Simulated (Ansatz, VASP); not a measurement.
# GaN: VASP beside Ansatz

```
CELL_PARAMETERS angstrom
3.21839 0.00000 0.00000
-1.60919 2.78720 0.00000
0.00000 0.00000 5.24323
ATOMIC_POSITIONS crystal
Ga 0.33333 0.66667 0.99914
Ga 0.66667 0.33333 0.49914
N 0.33333 0.66667 0.37586
N 0.66667 0.33333 0.87586
```

Alike in both runs: task single point; functional PBE; k mesh 12 × 12 × 6; occupations gaussian, width 0.02 eV; no spin polarisation.

|  | VASP | Ansatz |
| --- | --- | --- |
| version | VASP 6.6.1 | Ansatz 0.2.0 |
| potentials or method | VASP PAW PBE potentials, release 64 (Ga_d, N), cutoff 520 eV | scalar-relativistic, plane waves, PAW |
| valence electrons in the cell | 36 | 36 |

|  | VASP | Ansatz | Ansatz less VASP |
| --- | --- | --- | --- |
| gap on the k mesh at the Fermi level (eV) | 1.72 | 1.71 | -0.005 |
| least direct gap on the mesh (eV) | 1.72 | 1.71 | -0.005 |

With one functional, cell and mesh, what is left measures potentials, basis and numerics.
